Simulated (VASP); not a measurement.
# MnO (Fm-3m) in VASP: notebook, part 2 of 2

VASP 6.6.1. The steps go on from the part before.

## 5. Single point, LDA, collinear spin, ferromagnetic start

INCAR

```
SYSTEM = MnO
PREC     = Accurate       ! precision mode
ENCUT    = 520            ! plane-wave cutoff, eV
EDIFF    = 1E-6           ! SCF threshold, eV
ISMEAR   = 0              ! smearing method
SIGMA    = 0.05           ! smearing width, eV
LREAL    = .FALSE.        ! projectors in reciprocal space
LASPH    = .TRUE.         ! aspherical terms in the spheres
NELM     = 150            ! most SCF steps
ALGO     = Normal         ! electronic algorithm
ISIF     = 2              ! what is computed and relaxed
LWAVE    = .FALSE.        ! write WAVECAR
LCHARG   = .FALSE.        ! write CHGCAR
ISPIN    = 2              ! spin polarisation
MAGMOM   = 0.5 0          ! initial moments
LORBIT   = 11             ! projections on sites
LMAXMIX  = 4              ! l up to which the mixer works
NBANDS   = 20             ! bands
```

KPOINTS

```
regular mesh
0
G
  14 14 14
  0 0 0
```

POSCAR

```
MnO
1.0
    0.0000000000      2.2220003343      2.2220003343
    2.2220003343      0.0000000000      2.2220003343
    2.2220003343      2.2220003343      0.0000000000
Mn O
1 1
Direct
    0.0000000000      0.0000000000      0.0000000000
    0.5000000000      0.5000000000      0.5000000000
```

Potentials or basis: VASP PAW LDA potentials, release 64 (Mn_pv, O).

On the command line:

```sh
> cat potpaw_LDA.64/Mn_pv/POTCAR potpaw_LDA.64/O/POTCAR > POTCAR
> mpirun -np 1 vasp_std > vasp.out
```

OUTCAR:

```text
SYSTEM = MnO
   PREC = Accurate
   ENCUT = 520
   EDIFF = 1E-6
   ISMEAR = 0
   LREAL = .FALSE.
   LASPH = .TRUE.
   NELM = 150
   ISIF = 2
   ISPIN = 2
   LORBIT = 11

 ion  position               nearest neighbor table
   1  0.000  0.000  0.000-   2 2.22   2 2.22   2 2.22   2 2.22   2 2.22   2 2.22
   2  0.500  0.500  0.500-   1 2.22   1 2.22   1 2.22   1 2.22   1 2.22   1 2.22

  LATTYP: Found a face centered cubic cell.
 ALAT       =     4.4440006686

  Lattice vectors:

 A1 = (   0.0000000000,   2.2220003343,   2.2220003343)
 A2 = (   2.2220003343,   0.0000000000,   2.2220003343)
 A3 = (   2.2220003343,   2.2220003343,   0.0000000000)

Analysis of symmetry for initial positions (statically):
=====================================================================
 Subroutine PRICEL returns:
 Original cell was already a primitive cell.

 Routine SETGRP: Setting up the symmetry group for a
 face centered cubic supercell.

 Subroutine GETGRP returns: Found 48 space group operations
 (whereof 48 operations were pure point group operations)
[... 1292 lines left out ...]
     19      30.6760      0.00000
     20      33.5023      0.00000

 [... further k-points ...]

------------------------ aborting loop because EDIFF is reached ----------------------------------------

  FORCE on cell =-STRESS in cart. coord.  units (eV):
  Direction    XX          YY          ZZ          XY          YZ          ZX
  --------------------------------------------------------------------------------------
  -------------------------------------------------------------------------------------
  Total       -2.3859051     -2.3859051     -2.3859051     -0.0000000     -0.0000000     -0.0000000
  in kB     -174.2213547   -174.2213547   -174.2213547     -0.0000000     -0.0000000     -0.0000000
  external PRESSURE =    -174.2213547 kB  Pullay stress =       0.0000000 kB

 VOLUME and BASIS-vectors are now :
 -----------------------------------------------------------------------------
  energy-cutoff  :      520.00
  volume of cell :       21.94
      direct lattice vectors                 reciprocal lattice vectors
     0.000000000  2.222000334  2.222000334    -0.225022468  0.225022468  0.225022468
     2.222000334  0.000000000  2.222000334     0.225022468 -0.225022468  0.225022468
     2.222000334  2.222000334  0.000000000     0.225022468  0.225022468 -0.225022468

 POSITION                                       TOTAL-FORCE (eV/Angst)
 -----------------------------------------------------------------------------------
      0.00000      0.00000      0.00000        -0.000000      0.000000      0.000000
      2.22200      2.22200      2.22200         0.000000     -0.000000     -0.000000
 -----------------------------------------------------------------------------------
    total drift:                                0.000000     -0.000000     -0.000000

  FREE ENERGIE OF THE ION-ELECTRON SYSTEM (eV)
  ---------------------------------------------------
  free  energy   TOTEN  =       -17.5910381123 eV

  energy  without entropy=      -17.5899012526  energy(sigma->0) =      -17.59046968

 total charge

# of ion       s       p       d       tot
------------------------------------------
    1        0.206   6.177   4.997  11.380
    2        1.550   3.376   0.000   4.925
--------------------------------------------------
tot          1.756   9.552   4.997  16.305

 magnetization (x)

# of ion       s       p       d       tot
------------------------------------------
    1        0.029   0.020   4.067   4.116
    2        0.029   0.154   0.000   0.183
--------------------------------------------------
tot          0.058   0.174   4.067   4.299
```

stdout:

```text
POSCAR found type information on POSCAR MnO
 POSCAR found :  2 types and       2 ions
 scaLAPACK will be used
 LDA part: xc-table for (Slater(with rela. corr.)+CA(PZ))
 , standard interpolation
 POSCAR, INCAR and KPOINTS ok, starting setup
 FFT: planning ... GRIDC
 FFT: planning ... GRID_SOFT
 FFT: planning ... GRID
 WAVECAR not read
 entering main loop
```

It used 220 s of CPU time on 1 thread of AMD EPYC 7R13 Processor (Zen 3), on a shared host.

Results:

```yaml
Free_energy: -17.5910 eV
Pressure: -17.4 GPa
Net_moment: 4.53 μB per cell
Site_moments: Mn +4.12; O +0.18 μB
Valence_electrons_inside_the_program's_atomic_spheres: Mn 11.38; O 4.92
```

Caveat: a cell with one magnetic atom can't hold antiferromagnetic order, which such compounds often take; semilocal functionals often make such compounds metallic where correlation or magnetic order opens a gap, which also shifts bond lengths. With open d or f shells a metallic result of LDA can be an artefact of self-interaction; +U or a hybrid may open a gap.

## 6. The runs side by side

```csv
spin,k mesh,gap on the mesh (eV),pressure (GPa),moment (μB)
off,14 × 14 × 14,none,-46.9,-
"collinear, ferromagnetic start",12 × 12 × 12,none,-17.1,4.55
"collinear, ferromagnetic start",14 × 14 × 14,none,-17.4,4.53
```

Alike in all rows: task single point; level LDA; potentials or basis VASP PAW LDA potentials, release 64 (Mn_pv, O); cell as given; cutoff (eV) 520; smearing gaussian 0.05 eV.

Every run on the cell as given and a fine mesh finds a metal.

Caveats: semilocal functionals often make such compounds metallic where correlation or magnetic order opens a gap, which also shifts bond lengths; a cell with one magnetic atom can't hold antiferromagnetic order, which such compounds often take (some runs); an odd number of electrons without spin polarisation forces a metal (some runs); a magnetic or distorted state may lie lower (some runs).

Total energies depend on the potentials used, so only differences within one code and one set of settings carry meaning.
